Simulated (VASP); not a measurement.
**Ti2NbC3: single point with PBE**

Crystal: Ti2NbC3.

```
CELL_PARAMETERS angstrom
5.24535 0.00000 0.00000
-2.62267 4.54260 0.00000
0.00000 0.00000 2.91368
ATOMIC_POSITIONS crystal
Ti 0.66667 0.33333 0.00000
Ti 0.33333 0.66667 0.00000
Nb 0.00000 0.00000 0.00000
C 0.50000 0.00000 0.50000
C 0.50000 0.50000 0.50000
C 0.00000 0.50000 0.50000
```

```yaml
Program: VASP 6.6.1
Task: single point
Functional: PBE
Potentials_or_basis: VASP PAW PBE potentials, release 64 (Ti_sv, Nb_sv, C)
Cutoff: 520 eV
k_mesh: 6 × 6 × 6
Occupations: gaussian, width 0.1 eV
Spin: no spin polarisation
```

```yaml
Pressure: 0.0 GPa
```

Stress tensor (GPa, compression positive):
```
-0.18  0.00  0.00
 0.00 -0.18  0.00
 0.00  0.00  0.29
```

Levels at points of the mesh, in eV from the Fermi level:
```tsv
k point	band 21	band 22	band 23	band 24	band 25	band 26	band 27	band 28
(0.00, 0.00, 0.00)	-1.62	-1.47	-0.10	-0.10	0.82	1.20	1.20	1.68
(0.50, 0.00, 0.00)	-2.05	-1.77	-1.17	-0.68	0.10	1.26	2.02	2.29
(0.00, 0.00, 0.50)	-2.77	-0.64	-0.64	0.52	0.52	0.93	0.93	2.78
(0.50, 0.00, 0.50)	-2.34	-2.25	-1.16	-0.55	-0.46	-0.35	1.40	1.91
```

Run time: 44 s on 1 thread of Intel(R) Xeon(R) 6975P-C (Granite Rapids), with other jobs on the host, peak memory 0.22 GiB.
